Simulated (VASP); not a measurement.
Input of a VASP 6.6.1 run:

The input INCAR:

```
PREC = Accurate
ENCUT = 520
EDIFF = 1E-7
ISMEAR = -1
SIGMA = 0.1
LREAL = False
LASPH = True
NELM = 100
ALGO = Normal
ISIF = 2
LWAVE = False
LCHARG = False
NBANDS = 12
```

Contents of KPOINTS:

```
regular mesh
0
Gamma
  14 14 14
```

The input POSCAR:

```
In
1.0
   -1.9095207008      1.9095207008      1.9095207008
    1.9095207008     -1.9095207008      1.9095207008
    1.9095207008      1.9095207008     -1.9095207008
In
1
Direct
    0.0000000000      0.0000000000      0.0000000000
```

Potentials or basis: VASP PAW LDA potentials, release 64 (In_d).

Launch:

```bash
$ cat potpaw_LDA.64/In_d/POTCAR > POTCAR
$ mpirun -np 1 vasp_std > vasp.out
```

Q: Predict the pressure.

A: -4.1 GPa.
